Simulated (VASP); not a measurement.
A run of VASP 6.6.1 is set up as follows.

Contents of POSCAR:

```
As
1.0
    1.7950784285      1.0363890139      5.0542643309
   -1.7950784285      1.0363890139      5.0542643309
    0.0000000000     -2.0727780278      5.0542643309
As
2
Direct
    0.7883402482      0.7883402482      0.7883402482
    0.2116597518      0.2116597518      0.2116597518
```

The input INCAR.step1:

```
PREC = Accurate ; ENCUT = 520
ISMEAR = -1 ; SIGMA = 0.1
LREAL = F ; LASPH = T
NELM = 80 ; NBANDS = 12
GGA = PE ; ALGO = Normal
EDIFF = 1E-4 ; LWAVE = T
LCHARG = F
```

The input INCAR.step2:

```
PREC = Accurate ; ENCUT = 520
EDIFF = 1E-6 ; ISMEAR = -1
SIGMA = 0.1 ; LREAL = F
LASPH = T ; NELM = 80
ALGO = Normal ; ISIF = 2
LWAVE = F ; LCHARG = F
METAGGA = R2SCAN ; LMIXTAU = T
NBANDS = 12 ; ISTART = 1
```

File KPOINTS:

```
Automatic mesh
0
Gamma
  8 8 8
```

Potentials or basis: VASP PAW PBE potentials, release 64 (As).

Launch:

```console
$ cat potpaw_PBE.64/As/POTCAR > POTCAR
$ cp INCAR.step1 INCAR
$ mpirun -np 1 vasp_std > vasp.out
$ cp INCAR.step2 INCAR
$ mpirun -np 1 vasp_std > vasp.out
```

Question: Estimate the largest force.

Answer: 0.055 eV/Å.

Question: What does it give for the pressure?

Answer: 0.1 GPa.

Stress tensor (GPa, compression positive):
```
0.11 0.00 0.00
0.00 0.11 0.00
0.00 0.00 0.21
```

Caveat: the PAW data sets were made with another functional, which shifts forces and pressure a little.
